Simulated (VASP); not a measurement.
# BAs (I-4m2) in VASP: single point with PBE

Aim: the single point of BAs with PBE.

All numbers are computed with VASP 6.6.1; they aren't measurements. Logs are shortened: lines on timing, memory, paths and dates and some standing lists are left out, and cuts for length are marked.

**1. The cell of the first run**

Symmetry: I-4m2, No. 119, tetragonal system. The conventional cell has a = 3.323 Å, b = 3.323 Å, c = 4.935 Å, α = 90.00°, β = 90.00°, γ = 90.00°. B (site symmetry -4m2) has 4 As at 2.07 Å within 2.7 Å. Within 2.7 Å of As (site symmetry -4m2) lie 4 B at 2.07 Å.

**2. Single point, PBE**

INCAR reads:

```
SYSTEM = BAs
PREC = Accurate
ENCUT = 520
EDIFF = 1E-6
ISMEAR = 0
SIGMA = 0.05
LREAL = .FALSE.
LASPH = .TRUE.
NELM = 60
ALGO = Normal
ISIF = 2
LWAVE = .FALSE.
LCHARG = .TRUE.
GGA = PE
LELF = .TRUE.
LVHAR = .TRUE.
NBANDS = 11
```

KPOINTS reads:

```
Automatic mesh
0
G
  12 12 12
  0 0 0
```

POSCAR reads:

```
BAs
1.0
    0.0000000000      2.3499690686      2.4674675221
    2.3499690686      0.0000000000      2.4674675221
    2.3499690686      2.3499690686      0.0000000000
B As
1 1
Direct
    0.0000000000      0.0000000000      0.0000000000
    0.7500000000      0.7500000000      0.7500000000
```

Potentials or basis: VASP PAW PBE potentials, release 64 (B, As).

The run is started by

```bash
$ cat potpaw_PBE.64/B/POTCAR potpaw_PBE.64/As/POTCAR > POTCAR
$ mpirun -np 1 vasp_std > vasp.out
```

OUTCAR:

```text
SYSTEM = BAs
   PREC = Accurate
   ENCUT = 520
   EDIFF = 1E-6
   ISMEAR = 0
   LREAL = .FALSE.
   LASPH = .TRUE.
   NELM = 60
   ISIF = 2
   GGA = PE

 ion  position               nearest neighbor table
   1  0.000  0.000  0.000-   2 2.07   2 2.07   2 2.07   2 2.07
   2  0.750  0.750  0.750-   1 2.07   1 2.07   1 2.07   1 2.07

  LATTYP: Found a body centered tetragonal cell.
 ALAT       =     3.3233581280
 C/A-ratio  =     1.4849242405

  Lattice vectors:

 A1 = (  -2.3499690686,   0.0000000000,   2.4674675221)
 A2 = (   2.3499690686,   0.0000000000,   2.4674675221)
 A3 = (   0.0000000000,   2.3499690686,  -2.4674675221)

Analysis of symmetry for initial positions (statically):
=====================================================================
 Subroutine PRICEL returns:
 Original cell was already a primitive cell.

 Routine SETGRP: Setting up the symmetry group for a
 body centered tetragonal supercell.

 Subroutine GETGRP returns: Found  8 space group operations
 (whereof  8 operations were pure point group operations)
 out of a pool of 16 trial point group operations.

The static configuration has the point symmetry D_2d.

Analysis of symmetry for dynamics (positions and initial velocities):
=====================================================================
 Subroutine PRICEL returns:
 Original cell was already a primitive cell.

 Routine SETGRP: Setting up the symmetry group for a
 body centered tetragonal supercell.

 Subroutine GETGRP returns: Found  8 space group operations
 (whereof  8 operations were pure point group operations)
 out of a pool of 16 trial point group operations.

The dynamic configuration has the point symmetry D_2d.

 Subroutine INISYM returns: Found  8 space group operations
 (whereof  8 operations are pure point group operations),
 and found     1 'primitive' translations

----------------------------------------------------------------------------------------

                                     Primitive cell

  volume of cell :      27.2525

  direct lattice vectors                    reciprocal lattice vectors
     0.000000000  2.349969069  2.467467522    -0.212768758  0.212768758  0.202636912
     2.349969069  0.000000000  2.467467522     0.212768758 -0.212768758  0.202636912
     2.349969069  2.349969069  0.000000000     0.212768758  0.212768758 -0.202636912

  length of vectors
     3.407455150  3.407455150  3.323358128     0.362771012  0.362771012  0.362771012

  position of ions in fractional coordinates (direct lattice)
     0.000000000  0.000000000  0.000000000
     0.750000000  0.750000000  0.750000000

  ion indices of the primitive-cell ions
   primitive index   ion index
                 1           1
                 2           2

----------------------------------------------------------------------------------------

 KPOINTS: Automatic mesh

Automatic generation of k-mesh.
 Grid dimensions read from file:
 generate k-points for:   12   12   12

 Generating k-lattice:

  Cartesian coordinates                     Fractional coordinates (reciprocal lattice)
    -0.017730730  0.017730730  0.016886409     0.083333333  0.000000000  0.000000000
     0.017730730 -0.017730730  0.016886409     0.000000000  0.083333333  0.000000000
     0.017730730  0.017730730 -0.016886409     0.000000000  0.000000000  0.083333333

  Length of vectors
     0.030230918  0.030230918  0.030230918

  Shift w.r.t. Gamma in fractional coordinates (k-lattice)
     0.000000000  0.000000000  0.000000000

 Subroutine IBZKPT returns following result:
 ===========================================

 Found    163 irreducible k-points:

 Following reciprocal coordinates:
            Coordinates               Weight
  0.000000  0.000000  0.000000      1.000000
  0.083333  0.000000  0.000000      8.000000
  0.166667  0.000000  0.000000      8.000000
  0.250000  0.000000  0.000000      8.000000
  0.333333  0.000000  0.000000      8.000000
  0.416667  0.000000  0.000000      8.000000
[... 16 lines left out ...]
  0.500000  0.166667  0.000000      8.000000
 -0.416667  0.166667  0.000000      8.000000
 [... further k-points ...]
   k-points           NKPTS =    163   k-points in BZ     NKDIM =    163   number of bands    NBANDS=     11
   number of dos      NEDOS =    301   number of ions     NIONS =      2
   total plane-waves  NPLWV =  21952
   dimension x,y,z NGX =    28 NGY =   28 NGZ =   28
   dimension x,y,z NGXF=    56 NGYF=   56 NGZF=   56
   ions per type =               1   1
   NGX,Y,Z   is equivalent  to a cutoff of  13.66, 13.66, 14.01 a.u.
   NGXF,Y,Z  is equivalent  to a cutoff of  27.32, 27.32, 28.01 a.u.
 SYSTEM =  BAs
   PREC   = accura    normal or accurate (medium, high low for compatibility)
   ISTART =      0    job   : 0-new  1-cont  2-samecut
   ICHARG =      2    charge: 1-file 2-atom 10-const
   ISPIN  =      1    spin polarized calculation?
   LNONCOLLINEAR =      F non collinear calculations
   LSORBIT =      F    spin-orbit coupling
   LASPH  =      T    aspherical Exc in radial PAW
   ENCUT  =  520.0 eV  38.22 Ry    6.18 a.u.   6.34  6.34  6.18*2*pi/ulx,y,z
   NELM   =     60;   NELMIN=  2; NELMDL= -5     # of ELM steps
   EDIFF  = 0.1E-05   stopping-criterion for ELM
   LREAL  =      F    real-space projection
   EDIFFG = 0.1E-04   stopping-criterion for IOM
   NSW    =      0    number of steps for IOM
   IBRION =     -1    ionic relax: 0-MD 1-quasi-New 2-CG
   NFREE  =      0    steps in history (QN), initial steepest desc. (CG)
   ISIF   =      2    stress and relaxation
   ISYM   =      2    0-nonsym 1-usesym 2-fastsym
   POTIM  = 0.5000    time-step for ionic-motion
   TEBEG  =    0.0;   TEEND  =   0.0 temperature during run
   PSTRESS=    0.0 pullay stress
   NELECT =       8.0000    total number of electrons
   NUPDOWN=      -1.0000    fix difference up-down
   EMIN   =  10.00;   EMAX   =-10.00  energy-range for DOS
   EFERMI =   0.00;   METHOD = LEGACY
   ISMEAR =     0;   SIGMA  =   0.05  broadening in eV -4-tet -1-fermi 0-gaus
   EFERMI_NEDOS =   21; number of points for ismear=-14 and -15
   IALGO  =     38    algorithm
   IMIX   =      4    mixing-type and parameters
     AMIX     =   0.40;   BMIX     =  1.00
     AMIX_MAG =   1.60;   BMIX_MAG =  1.00
  volume/ion in A,a.u.               =      13.63        91.95
  Fermi-wavevector in a.u.,A,eV,Ry     =   1.088018  2.056057 16.106360  1.183784
  Thomas-Fermi vector in A             =   2.224191
   LORBIT       =      0    0 simple, 1 ext, 2 COOP (PROOUT), +10 PAW based schemes
   GGA     = PE    functional components
   LHFCALC =     F    Hartree Fock is set to
   AEXX    =    0.0000 exact exchange contribution
   IVDW    =     0    specifies the selected vdW correction
   LEPSILON=     F    determine dielectric tensor
   LRPA    =     F    only Hartree local field effects (RPA)
 non-spin polarized calculation
 Gauss-broadening in eV      SIGMA  =   0.05
  energy-cutoff  :      520.00
  volume of cell :       27.25
 maximum number of plane-waves:       749
 NGX is ok and might be reduce to    28
   NGX = 13   NGY = 13   NGZ = 13

 number of electron       8.0000000 magnetization

 Free energy of the ion-electron system (eV)
  ---------------------------------------------------
  ext. energy  EPLUGINS =         0.00000000
  ---------------------------------------------------
  free energy    TOTEN  =       -11.37753028 eV

  energy without entropy =      -11.37753028  energy(sigma->0) =      -11.37753028

 E-fermi :   6.5272     XC(G=0): -10.5871

 val. band max:        6.2948606751   @ k =   0.0000   0.0000   0.0000
 cond. band min:       7.1096279862   @ k =   0.4167   0.0000   0.4167
 fundamental gap:      0.8147673111
 Fermi energy:         6.5272206883

 k-point     1 :       0.0000    0.0000    0.0000
  band No.  band energies     occupation
      1      -9.2721      2.00000
      2       5.7945      2.00000
      3       6.2949      2.00000
      4       6.2949      2.00000
      5       9.3153      0.00000
      6       9.3153      0.00000
      7       9.6264      0.00000
      8      10.7820      0.00000
      9      15.7217      0.00000
     10      18.3143      0.00000
     11      19.5098      0.00000

 k-point     2 :       0.0833    0.0000    0.0000
  band No.  band energies     occupation
      1      -9.1578      2.00000
      2       5.0377      2.00000
      3       5.7879      2.00000
      4       6.0850      2.00000
      5       9.4487      0.00000
      6       9.6117      0.00000
      7       9.9011      0.00000
      8      11.4174      0.00000
      9      16.1806      0.00000
     10      17.5659      0.00000
     11      18.7582      0.00000

 k-point     3 :       0.1667    0.0000    0.0000
  band No.  band energies     occupation
      1      -8.8186      2.00000
      2       3.1654      2.00000
      3       5.2557      2.00000
      4       5.6488      2.00000
      5       9.3447      0.00000
      6      10.2460      0.00000
      7      10.4121      0.00000
      8      12.7671      0.00000
      9      16.8149      0.00000
     10      17.3273      0.00000
     11      17.8109      0.00000

 k-point     4 :       0.2500    0.0000    0.0000
  band No.  band energies     occupation
      1      -8.2693      2.00000
      2       1.1921      2.00000
      3       4.7478      2.00000
      4       5.2168      2.00000
      5       9.0956      0.00000
      6      10.8161      0.00000
      7      10.8169      0.00000
      8      14.0245      0.00000
      9      16.9205      0.00000
     10      17.5530      0.00000
     11      17.7541      0.00000

 k-point     5 :       0.3333    0.0000    0.0000
  band No.  band energies     occupation
      1      -7.5508      2.00000
      2      -0.6088      2.00000
      3       4.3470      2.00000
      4       4.8832      2.00000
      5       8.8710      0.00000
      6      10.9314      0.00000
      7      11.0880      0.00000
      8      14.8226      0.00000
      9      17.4218      0.00000
     10      18.1440      0.00000
     11      18.4500      0.00000
[... 211 lines left out ...]
 k-point    21 :       0.3333    0.1667    0.0000
  band No.  band energies     occupation
      1      -7.7236      2.00000
      2       0.6491      2.00000
      3       3.3065      2.00000
      4       3.8704      2.00000
      5       9.2042      0.00000
      6      11.4601      0.00000
      7      12.5342      0.00000
      8      12.9245      0.00000
      9      16.8899      0.00000
     10      19.4377      0.00000
     11      20.1345      0.00000

 k-point    22 :       0.4167    0.1667    0.0000
  band No.  band energies     occupation
      1      -6.9899      2.00000
      2      -0.8833      2.00000
      3       2.6542      2.00000
      4       3.7626      2.00000
      5       9.3908      0.00000
      6      11.4652      0.00000
      7      12.9302      0.00000
      8      13.4619      0.00000
      9      17.6779      0.00000
     10      19.8225      0.00000
     11      20.8135      0.00000

 k-point    23 :       0.5000    0.1667    0.0000
  band No.  band energies     occupation
      1      -6.2895      2.00000
      2      -2.0474      2.00000
      3       2.1666      2.00000
      4       3.8455      2.00000
      5       9.5356      0.00000
      6      11.3664      0.00000
      7      12.6628      0.00000
      8      14.8005      0.00000
      9      17.7755      0.00000
     10      20.3827      0.00000
     11      20.7319      0.00000

 k-point    24 :      -0.4167    0.1667    0.0000
  band No.  band energies     occupation
      1      -6.0989      2.00000
      2      -2.3098      2.00000
      3       1.8798      2.00000
      4       4.1073      2.00000
      5       9.7624      0.00000
      6      11.3506      0.00000
      7      12.3025      0.00000
      8      15.3754      0.00000
      9      17.9422      0.00000
     10      18.9884      0.00000
     11      20.4620      0.00000

 [... further k-points ...]
[... 5 lines left out ...]
  --------------------------------------------------------------------------------------
  -------------------------------------------------------------------------------------
  Total        1.1923159      1.1923159     -0.6443061      0.0000000      0.0000000      0.0000000
  in kB       70.0964754     70.0964754    -37.8788768      0.0000000      0.0000000      0.0000000
  external PRESSURE =      34.1046913 kB  Pullay stress =       0.0000000 kB

 VOLUME and BASIS-vectors are now :
 -----------------------------------------------------------------------------
  energy-cutoff  :      520.00
  volume of cell :       27.25
      direct lattice vectors                 reciprocal lattice vectors
     0.000000000  2.349969069  2.467467522    -0.212768758  0.212768758  0.202636912
     2.349969069  0.000000000  2.467467522     0.212768758 -0.212768758  0.202636912
     2.349969069  2.349969069  0.000000000     0.212768758  0.212768758 -0.202636912

 POSITION                                       TOTAL-FORCE (eV/Angst)
 -----------------------------------------------------------------------------------
      0.00000      0.00000      0.00000         0.000000      0.000000      0.000000
      3.52495      3.52495      3.70120         0.000000      0.000000     -0.000000
 -----------------------------------------------------------------------------------
    total drift:                                0.000000      0.000000      0.000000

  FREE ENERGIE OF THE ION-ELECTRON SYSTEM (eV)
  ---------------------------------------------------
  free  energy   TOTEN  =       -11.3775302818 eV

  energy  without entropy=      -11.3775302818  energy(sigma->0) =      -11.37753028
```

It took 43 s on 1 thread of Intel Xeon 6975P-C, shared host; peak memory 0.2 GiB.

Results:

| Property | Result |
| --- | --- |
| Free energy | -11.3775 eV |
| Pressure | 3.4 GPa |
| Band gap on the k mesh | 0.81 eV, indirect (least direct gap 3.02 eV) |

 A k mesh can miss the band edges.
